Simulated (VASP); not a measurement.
Input of a VASP 6.6.1 run:

Contents of INCAR:

```
  ALGO = Normal
  EDIFF = 1E-6
  ENCUT = 520
  GGA = PS
  ISIF = 2
  ISMEAR = 0
  LASPH = T
  LCHARG = F
  LREAL = F
  LWAVE = F
  NBANDS = 24
  NELM = 100
  PREC = Accurate
  SIGMA = 0.1
```

File KPOINTS:

```
k-points
0
Gamma
  12 12 10
```

POSCAR

```
AlO2
1.0
    1.4558366401     -4.9281502574      0.0000000000
    1.4558366401      4.9281502574      0.0000000000
    0.0000000000      0.0000000000      3.5969079721
Al O
2 4
Direct
    0.3381220327      0.6618779673      0.2500000000
    0.6618779673      0.3381220327      0.7500000000
    0.7048719433      0.2951280567      0.2500000000
    0.2951280567      0.7048719433      0.7500000000
    0.9710806955      0.0289193045      0.2500000000
    0.0289193045      0.9710806955      0.7500000000
```

Potentials or basis: VASP PAW PBE potentials, release 64 (Al, O).

Command:

```sh
$ cat potpaw_PBE.64/Al/POTCAR potpaw_PBE.64/O/POTCAR > POTCAR
$ mpirun -np 1 vasp_std > vasp.out
```

(1) Predict the band gap on the k mesh.

(2) Predict the largest force.

Results:

(1) zero (bands 15 and 16 overlap by 0.18 eV).

(2) 0.018 eV/Å.

Caveat: the PAW data sets were made with another functional, which shifts forces and pressure a little.
